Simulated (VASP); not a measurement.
# Cs2SnI6 (Fm-3m) in VASP: a series of runs

Aim: see how the results for Cs2SnI6 move with the level of theory and the settings. Levels: LDA, PBEsol. Tasks: electric field gradients.

Program: VASP 6.6.1. These are calculated values, not measurements. Logs are shortened: lines on timing, memory, paths and dates and some standing lists are left out, and cuts for length are marked.

**1. The cell of the first run**

It takes space group Fm-3m (No. 225, cubic). The conventional cell has a = 11.628 Å, b = 11.628 Å, c = 11.628 Å, α = 90.00°, β = 90.00°, γ = 90.00°. Within 5.4 Å of Cs (site symmetry -43m) lie 12 I at 4.11 Å and 4 Sn at 5.03 Å. Sn (site symmetry m-3m) has 6 I at 2.87 Å within 3.8 Å. Within 3.8 Å of I (site symmetry 4mm) lie 1 Sn at 2.87 Å.

**2. Electric field gradients, LDA**

File INCAR:

```
SYSTEM = Cs2SnI6
PREC = Accurate
ENCUT = 400
EDIFF = 1E-8
ISMEAR = -1
SIGMA = 0.05
LREAL = .False.
LASPH = .True.
NELM = 120
ALGO = Normal
ISIF = 2
LWAVE = .False.
LCHARG = .False.
GGA = CA
LEFG = .True.
NBANDS = 47
GGA_COMPAT = .False.
```

File KPOINTS:

```
regular mesh
0
Gamma
  5 5 5
  0 0 0
```

File POSCAR:

```
Cs2SnI6
1.0
    0.0000000000      5.8138000000      5.8138000000
    5.8138000000      0.0000000000      5.8138000000
    5.8138000000      5.8138000000      0.0000000000
Cs Sn I
2 1 6
Direct
    0.2500000000      0.2500000000      0.2500000000
    0.7500000000      0.7500000000      0.7500000000
    0.0000000000      0.0000000000      0.0000000000
    0.7529570405      0.2470429595      0.2470429595
    0.2470429595      0.7529570405      0.2470429595
    0.2470429595      0.7529570405      0.7529570405
    0.7529570405      0.2470429595      0.7529570405
    0.2470429595      0.2470429595      0.7529570405
    0.7529570405      0.7529570405      0.2470429595
```

Potentials or basis: VASP PAW LDA potentials, release 64 (Cs_sv, Sn_d, I).

Run with:

```console
> cat potpaw_LDA.64/Cs_sv/POTCAR potpaw_LDA.64/Sn_d/POTCAR potpaw_LDA.64/I/POTCAR > POTCAR
> mpirun -np 1 vasp_std > vasp.out
```

OUTCAR:

```text
SYSTEM = Cs2SnI6
   PREC = Accurate
   ENCUT = 400
   EDIFF = 1E-8
   ISMEAR = -1
   LREAL = .False.
   LASPH = .True.
   NELM = 120
   ISIF = 2
   GGA = CA

 ion  position               nearest neighbor table
   1  0.250  0.250  0.250-
   2  0.750  0.750  0.750-
   3  0.000  0.000  0.000-   4 2.87   5 2.87   6 2.87   7 2.87   8 2.87   9 2.87
   4  0.753  0.247  0.247-   3 2.87
   5  0.247  0.753  0.247-   3 2.87
   6  0.247  0.753  0.753-   3 2.87
   7  0.753  0.247  0.753-   3 2.87
   8  0.247  0.247  0.753-   3 2.87
   9  0.753  0.753  0.247-   3 2.87

  LATTYP: Found a face centered cubic cell.
 ALAT       =    11.6276000000

  Lattice vectors:

 A1 = (   0.0000000000,   5.8138000000,   5.8138000000)
 A2 = (   5.8138000000,   0.0000000000,   5.8138000000)
 A3 = (   5.8138000000,   5.8138000000,   0.0000000000)

Analysis of symmetry for initial positions (statically):
=====================================================================
 Subroutine PRICEL returns:
 Original cell was already a primitive cell.

 Routine SETGRP: Setting up the symmetry group for a
 face centered cubic supercell.

 Subroutine GETGRP returns: Found 48 space group operations
 (whereof 48 operations were pure point group operations)
 out of a pool of 48 trial point group operations.

The static configuration has the point symmetry O_h .

Analysis of symmetry for dynamics (positions and initial velocities):
=====================================================================
 Subroutine PRICEL returns:
 Original cell was already a primitive cell.

 Routine SETGRP: Setting up the symmetry group for a
 face centered cubic supercell.

 Subroutine GETGRP returns: Found 48 space group operations
 (whereof 48 operations were pure point group operations)
 out of a pool of 48 trial point group operations.

The dynamic configuration has the point symmetry O_h .

 Subroutine INISYM returns: Found 48 space group operations
 (whereof 48 operations are pure point group operations),
 and found     1 'primitive' translations

----------------------------------------------------------------------------------------

                                     Primitive cell

  volume of cell :     393.0160

  direct lattice vectors                    reciprocal lattice vectors
     0.000000000  5.813800000  5.813800000    -0.086002270  0.086002270  0.086002270
     5.813800000  0.000000000  5.813800000     0.086002270 -0.086002270  0.086002270
     5.813800000  5.813800000  0.000000000     0.086002270  0.086002270 -0.086002270

  length of vectors
     8.221954809  8.221954809  8.221954809     0.148960302  0.148960302  0.148960302

  position of ions in fractional coordinates (direct lattice)
     0.250000000  0.250000000  0.250000000
     0.750000000  0.750000000  0.750000000
     0.000000000  0.000000000  0.000000000
     0.752957041  0.247042959  0.247042959
     0.247042959  0.752957041  0.247042959
     0.247042959  0.752957041  0.752957041
     0.752957041  0.247042959  0.752957041
     0.247042959  0.247042959  0.752957041
     0.752957041  0.752957041  0.247042959

  ion indices of the primitive-cell ions
   primitive index   ion index
                 1           1
                 2           2
                 3           3
                 4           4
                 5           5
                 6           6
                 7           7
                 8           8
                 9           9

----------------------------------------------------------------------------------------

 KPOINTS: regular mesh

Automatic generation of k-mesh.
 Grid dimensions read from file:
 generate k-points for:    5    5    5

 Generating k-lattice:

  Cartesian coordinates                     Fractional coordinates (reciprocal lattice)
    -0.017200454  0.017200454  0.017200454     0.200000000  0.000000000  0.000000000
     0.017200454 -0.017200454  0.017200454     0.000000000  0.200000000  0.000000000
     0.017200454  0.017200454 -0.017200454     0.000000000  0.000000000  0.200000000

  Length of vectors
     0.029792060  0.029792060  0.029792060

  Shift w.r.t. Gamma in fractional coordinates (k-lattice)
     0.000000000  0.000000000  0.000000000

 Subroutine IBZKPT returns following result:
 ===========================================

 Found     10 irreducible k-points:

 Following reciprocal coordinates:
            Coordinates               Weight
  0.000000  0.000000  0.000000      1.000000
  0.200000  0.000000  0.000000      8.000000
  0.400000  0.000000  0.000000      8.000000
  0.200000  0.200000  0.000000      6.000000
  0.400000  0.200000  0.000000     24.000000
 -0.400000  0.200000  0.000000     24.000000
 -0.200000  0.200000  0.000000     12.000000
  0.400000  0.400000  0.000000      6.000000
 -0.400000  0.400000  0.000000     12.000000
 -0.400000  0.400000  0.200000     24.000000
   k-points           NKPTS =     10   k-points in BZ     NKDIM =     10   number of bands    NBANDS=     47
   number of dos      NEDOS =    301   number of ions     NIONS =      9
   total plane-waves  NPLWV = 157464
   dimension x,y,z NGX =    54 NGY =   54 NGZ =   54
   dimension x,y,z NGXF=   108 NGYF=  108 NGZF=  108
   ions per type =               2   1   6
   NGX,Y,Z   is equivalent  to a cutoff of  10.92, 10.92, 10.92 a.u.
   NGXF,Y,Z  is equivalent  to a cutoff of  21.84, 21.84, 21.84 a.u.
 SYSTEM =  Cs2SnI6
   PREC   = accura    normal or accurate (medium, high low for compatibility)
   ISTART =      0    job   : 0-new  1-cont  2-samecut
   ICHARG =      2    charge: 1-file 2-atom 10-const
   ISPIN  =      1    spin polarized calculation?
   LNONCOLLINEAR =      F non collinear calculations
   LSORBIT =      F    spin-orbit coupling
   LASPH  =      T    aspherical Exc in radial PAW
   ENCUT  =  400.0 eV  29.40 Ry    5.42 a.u.  13.41 13.41 13.41*2*pi/ulx,y,z
   NELM   =    120;   NELMIN=  2; NELMDL= -5     # of ELM steps
   EDIFF  = 0.1E-07   stopping-criterion for ELM
   LREAL  =      F    real-space projection
   EDIFFG = 0.1E-06   stopping-criterion for IOM
   NSW    =      0    number of steps for IOM
   IBRION =     -1    ionic relax: 0-MD 1-quasi-New 2-CG
   NFREE  =      0    steps in history (QN), initial steepest desc. (CG)
   ISIF   =      2    stress and relaxation
   ISYM   =      2    0-nonsym 1-usesym 2-fastsym
   POTIM  = 0.5000    time-step for ionic-motion
   TEBEG  =    0.0;   TEEND  =   0.0 temperature during run
   PSTRESS=    0.0 pullay stress
   NELECT =      74.0000    total number of electrons
   NUPDOWN=      -1.0000    fix difference up-down
   EMIN   =  10.00;   EMAX   =-10.00  energy-range for DOS
   EFERMI =   0.00;   METHOD = LEGACY
   ISMEAR =    -1;   SIGMA  =   0.05  broadening in eV -4-tet -1-fermi 0-gaus
   EFERMI_NEDOS =   21; number of points for ismear=-14 and -15
   IALGO  =     38    algorithm
   IMIX   =      4    mixing-type and parameters
     AMIX     =   0.40;   BMIX     =  1.00
     AMIX_MAG =   1.60;   BMIX_MAG =  1.00
  volume/ion in A,a.u.               =      43.67       294.69
  Fermi-wavevector in a.u.,A,eV,Ry     =   0.938315  1.773158 11.979046  0.880435
  Thomas-Fermi vector in A             =   2.065514
   LORBIT       =      0    0 simple, 1 ext, 2 COOP (PROOUT), +10 PAW based schemes
   GGA     = CA    functional components
   LHFCALC =     F    Hartree Fock is set to
   AEXX    =    0.0000 exact exchange contribution
   IVDW    =     0    specifies the selected vdW correction
   LEPSILON=     F    determine dielectric tensor
   LRPA    =     F    only Hartree local field effects (RPA)
 non-spin polarized calculation
  energy-cutoff  :      400.00
  volume of cell :      393.02
 maximum number of plane-waves:      7174
 NGX is ok and might be reduce to    54
   NGX = 27   NGY = 27   NGZ = 27

 number of electron      73.9999999 magnetization

 Free energy of the ion-electron system (eV)
  ---------------------------------------------------
  ext. energy  EPLUGINS =         0.00000000
  ---------------------------------------------------
  free energy    TOTEN  =       -26.76879098 eV

  energy without entropy =      -26.76423242  energy(sigma->0) =      -26.76651170

 E-fermi :   1.9103     XC(G=0):  -8.3017

 val. band max:        1.7771896685   @ k =   0.0000   0.0000   0.0000
 cond. band min:       2.1373976351   @ k =   0.2000   0.0000   0.0000
 fundamental gap:      0.3602079665
 Fermi energy:         1.9103208095

 k-point     1 :       0.0000    0.0000    0.0000
  band No.  band energies     occupation
      1     -19.5762      2.00000
      2     -19.5762      2.00000
      3     -19.5203      2.00000
      4     -19.5203      2.00000
      5     -19.5203      2.00000
      6     -18.5989      2.00000
[... 39 lines left out ...]
     46       6.6793      0.00000
     47       6.6793      0.00000
[... 448 lines left out ...]
     46       7.6088      0.00000
     47       7.6684      0.00000

------------------------ aborting loop because EDIFF is reached ----------------------------------------

  FORCE on cell =-STRESS in cart. coord.  units (eV):
  Direction    XX          YY          ZZ          XY          YZ          ZX
  --------------------------------------------------------------------------------------
  -------------------------------------------------------------------------------------
  Total       -2.8976562     -2.8976562     -2.8976562      0.0000000      0.0000000      0.0000000
  in kB      -11.8126459    -11.8126459    -11.8126459      0.0000000      0.0000000      0.0000000
  external PRESSURE =     -11.8126459 kB  Pullay stress =       0.0000000 kB

 VOLUME and BASIS-vectors are now :
 -----------------------------------------------------------------------------
  energy-cutoff  :      400.00
  volume of cell :      393.02
      direct lattice vectors                 reciprocal lattice vectors
     0.000000000  5.813800000  5.813800000    -0.086002270  0.086002270  0.086002270
     5.813800000  0.000000000  5.813800000     0.086002270 -0.086002270  0.086002270
     5.813800000  5.813800000  0.000000000     0.086002270  0.086002270 -0.086002270

 POSITION                                       TOTAL-FORCE (eV/Angst)
 -----------------------------------------------------------------------------------
      2.90690      2.90690      2.90690        -0.000000     -0.000000     -0.000000
      8.72070      8.72070      8.72070        -0.000000      0.000000     -0.000000
      0.00000      0.00000      0.00000         0.000000     -0.000000     -0.000000
      2.87252      5.81380      5.81380        -0.038570     -0.000000     -0.000000
      5.81380      2.87252      5.81380         0.000000     -0.038570     -0.000000
      8.75508      5.81380      5.81380         0.038570     -0.000000     -0.000000
      5.81380      8.75508      5.81380         0.000000      0.038570     -0.000000
      5.81380      5.81380      2.87252         0.000000     -0.000000     -0.038570
      5.81380      5.81380      8.75508         0.000000     -0.000000      0.038570
 -----------------------------------------------------------------------------------
    total drift:                               -0.000000     -0.000000      0.000000

  FREE ENERGIE OF THE ION-ELECTRON SYSTEM (eV)
  ---------------------------------------------------
  free  energy   TOTEN  =       -26.7687909785 eV

  energy  without entropy=      -26.7642324215  energy(sigma->0) =      -26.76651170

 Electric field gradients (V/A^2)
---------------------------------------------------------------------
 ion       V_xx      V_yy      V_zz      V_xy      V_xz      V_yz
---------------------------------------------------------------------
   1      -0.000     0.000     0.000    -0.001    -0.001    -0.001
   2      -0.000    -0.000     0.000    -0.001    -0.001    -0.001
   3      -0.000     0.000     0.000     0.002     0.002     0.002
   4     557.010  -278.505  -278.505     0.000     0.000    -0.000
   5    -278.505   557.010  -278.505     0.000    -0.000     0.000
   6     557.010  -278.505  -278.505     0.000     0.000    -0.000
   7    -278.505   557.010  -278.505     0.000    -0.000     0.000
   8    -278.505  -278.505   557.010    -0.000     0.000     0.000
   9    -278.505  -278.505   557.010    -0.000     0.000     0.000
---------------------------------------------------------------------

 Electric field gradients after diagonalization (V/A^2)
 (convention: |V_zz| > |V_xx| > |V_yy|)
----------------------------------------------------------------------
 ion       V_xx      V_yy      V_zz     asymmetry (V_yy - V_xx)/ V_zz
----------------------------------------------------------------------
   1       0.001     0.001    -0.002       0.000
   2       0.001     0.001    -0.002       0.000
   3      -0.002    -0.002     0.005       0.000
   4    -278.505  -278.505   557.010       0.000
   5    -278.505  -278.505   557.010       0.000
   6    -278.505  -278.505   557.010       0.000
   7    -278.505  -278.505   557.010       0.000
   8    -278.505  -278.505   557.010       0.000
   9    -278.505  -278.505   557.010       0.000
----------------------------------------------------------------------

           NMR quadrupolar parameters

 Cq : quadrupolar parameter    Cq=e*Q*V_zz/h
 eta: asymmetry parameters     (V_yy - V_xx)/ V_zz
 Q  : nuclear electric quadrupole moment in mb (millibarn)
----------------------------------------------------------------------
 ion       Cq(MHz)       eta       Q (mb)
----------------------------------------------------------------------
   1      -0.000       0.000       1.000
   2      -0.000       0.000       1.000
   3       0.000       0.000       1.000
   4       1.347       0.000       1.000
   5       1.347       0.000       1.000
   6       1.347       0.000       1.000
   7       1.347       0.000       1.000
   8       1.347       0.000       1.000
   9       1.347       0.000       1.000
----------------------------------------------------------------------
```

It took 6.2 min on 1 thread of Intel Xeon 8259CL, shared host; peak memory 0.37 GiB.

What came out:

| Quantity | Value |
| --- | --- |
| Free energy | -26.7688 eV |
| Pressure | -1.2 GPa |
| Largest force | 0.039 eV/Å |
| Band gap on the k mesh | zero (filled and empty bands touch) |
| Largest electric field gradient by atom | Cs -0.0; Sn +0.0; I +557.0 V/Å² |

Forces on the atoms (eV/Å):
```
Cs   0.000  0.000  0.000
Cs   0.000  0.000  0.000
Sn   0.000  0.000  0.000
I   -0.039  0.000  0.000
I    0.000 -0.039  0.000
I    0.039  0.000  0.000
I    0.000  0.039  0.000
I    0.000  0.000 -0.039
I    0.000  0.000  0.039
```

Electric field gradients, principal values (V/Å²):
```
atom     least    middle  greatest (by size)
1 Cs     0.001     0.001              -0.002
2 Cs     0.001     0.001              -0.002
3 Sn    -0.002    -0.002               0.005
 4 I  -278.505  -278.505             557.010
 5 I  -278.505  -278.505             557.010
 6 I  -278.505  -278.505             557.010
 7 I  -278.505  -278.505             557.010
 8 I  -278.505  -278.505             557.010
 9 I  -278.505  -278.505             557.010
```

Caveat: without QUAD_EFG the Cq values of the log hold for a quadrupole moment of 1 mb, not for the nuclei; spin-orbit coupling is left out, which moves the levels of the heavy elements.

(Part 1 of 2 ends here.)
